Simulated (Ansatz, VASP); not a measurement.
**W in VASP and in Ansatz**

```
W
1.0
    -1.56769    1.56769    1.56769
     1.56769   -1.56769    1.56769
     1.56769    1.56769   -1.56769
W
1
Direct
  0.00000 0.00000 0.00000
```

Alike in both runs: task single point; functional LDA; k mesh 14 × 14 × 14; occupations methfessel-paxton of order 1, width 0.03 eV; no spin polarisation.

|  | VASP | Ansatz |
| --- | --- | --- |
| version | VASP 6.6.1 | Ansatz 0.2.0 |
| potentials or method | VASP PAW LDA potentials, release 64 (W_sv), cutoff 520 eV | plane waves (420 eV) with PAW, scalar-relativistic |
| valence electrons in the cell | 14 | 14 |

VASP gave:

- pressure (GPa): 1.8

Task: What did Ansatz give for the same quantities?

Result: Pressure (GPa): -0.1.

Ansatz warns that its potentials were made for another functional, while VASP's fit it. LDA's correlation is that of Perdew and Zunger in VASP and of Perdew and Wang (1992) in Ansatz.

Spin-orbit coupling is off throughout.
